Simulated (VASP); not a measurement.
HPbNO4:

```
H Pb N O
1.0
     3.85404    0.14384    0.09012
    -0.25320    5.52698    0.16471
    -0.48197   -1.92720    5.72025
H Pb N O
1 1 1 4
Direct
  0.10913 0.65718 0.54463
  0.61029 0.52127 0.15100
  0.91580 0.96263 0.95867
  0.01384 0.13639 0.88084
  0.72398 0.01057 0.12858
  0.00389 0.73732 0.87043
  0.11927 0.59324 0.37651
```

Base run:

```yaml
Program: VASP 6.6.1
Functional: PBE
Potentials_or_basis: VASP PAW PBE potentials, release 64 (H, Pb_d, N, O)
Cutoff: 520 eV
k_mesh: 4 × 3 × 3
Occupations: fermi-dirac, width 0.05 eV
Spin: no spin polarisation
```

Its results: band gap on the k mesh 3.21 eV (least direct gap 3.29 eV); pressure 0.5 GPa; largest force 0.421 eV/Å.

Question: After a change of settings the same cell gave: band gap on the k mesh 4.21 eV (least direct gap 4.34 eV); pressure -2.5 GPa; largest force 1.033 eV/Å. Which change was it?
A. k mesh from 4 × 3 × 3 to 5 × 4 × 4; further incar settings from ALGO = Normal; EDIFF = 1e-06; NBANDS = 31 to ALGO = Normal; EDIFF = 1e-07; NBANDS = 31
B. k mesh from 4 × 3 × 3 to 7 × 5 × 5; further incar settings from ALGO = Normal; EDIFF = 1e-06; NBANDS = 31 to ALGO = Normal; EDIFF = 1e-08; NBANDS = 31
C. functional from PBE to PBE-based screened hybrid with 25 % exact exchange; k mesh from 4 × 3 × 3 to 3 × 2 × 2

Answer: C.

Caveats: some runs use coarse meshes; the standard files for N, O and F lose accuracy on very short bonds; spin-orbit coupling is left out, which moves the levels of the heavy elements; the PAW data sets were made with another functional, which shifts forces and pressure a little (at least some runs).
